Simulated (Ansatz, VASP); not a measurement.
**Rh: VASP beside Ansatz**

```
CELL_PARAMETERS angstrom
-0.28726 1.94052 1.91505
1.94052 -0.28726 1.91505
1.65326 1.65326 0.00000
ATOMIC_POSITIONS crystal
Rh 0.00000 0.00000 0.00000
```

Change from the starting cell: engineering shear strain xy -0.3000, equal normal strain along x and y +0.0133.

Alike in both runs: task single point; functional PBE; k mesh 20 × 20 × 20; occupations gaussian, width 0.15 eV; no spin polarisation.

|  | VASP | Ansatz |
| --- | --- | --- |
| version | VASP 6.6.1 | Ansatz 0.2.0 |
| potentials or method | VASP PAW PBE potentials, release 64 (Rh_pv), cutoff 520 eV | scalar-relativistic, plane waves, PAW |
| valence electrons in the cell | 15 | 17 |

|  | VASP | Ansatz | Ansatz less VASP |
| --- | --- | --- | --- |
| gap on the k mesh at the Fermi level (eV) | none | none | - |
| pressure (GPa) | 21.5 | 21.3 | -0.13 |
| traceless stress, the component that is largest in VASP (GPa) | 47.65 | 47.32 | -0.326 |

A gap of «none» marks a metal or a gap that the smearing closes. With one functional, cell and mesh, what is left measures potentials, basis and numerics. VASP's potentials hold 15 valence electrons a cell and Ansatz's 17, so a difference there can come from the potentials and not from the codes.
